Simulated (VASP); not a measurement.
Sr3Mg:

```
Sr Mg
1.0
     5.65022    0.00000    0.00000
     0.00000    5.65022    0.00000
     0.00000    0.00000    5.65022
Sr Mg
3 1
Direct
  0.50000 0.50000 0.00000
  0.00000 0.50000 0.50000
  0.50000 0.00000 0.50000
  0.00000 0.00000 0.00000
```

- Program: VASP 6.6.1
- Task: relaxation of cell and atoms
- Functional: PBEsol
- Potentials or basis: VASP PAW PBE potentials, release 64 (Sr_sv, Mg)
- Cutoff: 600 eV
- k mesh: 7 × 7 × 7
- Occupations: fermi-dirac, width 0.02 eV
- Spin: no spin polarisation

At the start: pressure -0.6 GPa; volume 45.10 Å³/atom.

Q: Where does the relaxation end?

A: Over 3 steps the energy falls by 3.6 meV/atom and the volume is 43.25 Å³/atom (-4.1 %); space group Pm-3m (No. 221, to 0.1 Å) before and after.

The path:
```csv
step,energy change (eV),largest force (eV/Å),pressure (GPa),volume (Å³)
1,0.0000,0.0000,-0.59,180.38
2,-0.0115,0.0000,-0.27,176.09
3,-0.0142,0.0000,-0.01,173.02
```

Final structure:
```xyz
4
Lattice="5.5722 0.0000 0.0000 0.0000 5.5722 0.0000 0.0000 0.0000 5.5722" Properties=species:S:1:pos:R:3 pbc="T T T"
Sr    2.7861    2.7861    0.0000
Sr    0.0000    2.7861    2.7861
Sr    2.7861    0.0000    2.7861
Mg    0.0000    0.0000    0.0000
```

Caveat: the PAW data sets were made with another functional, which shifts forces and pressure a little.
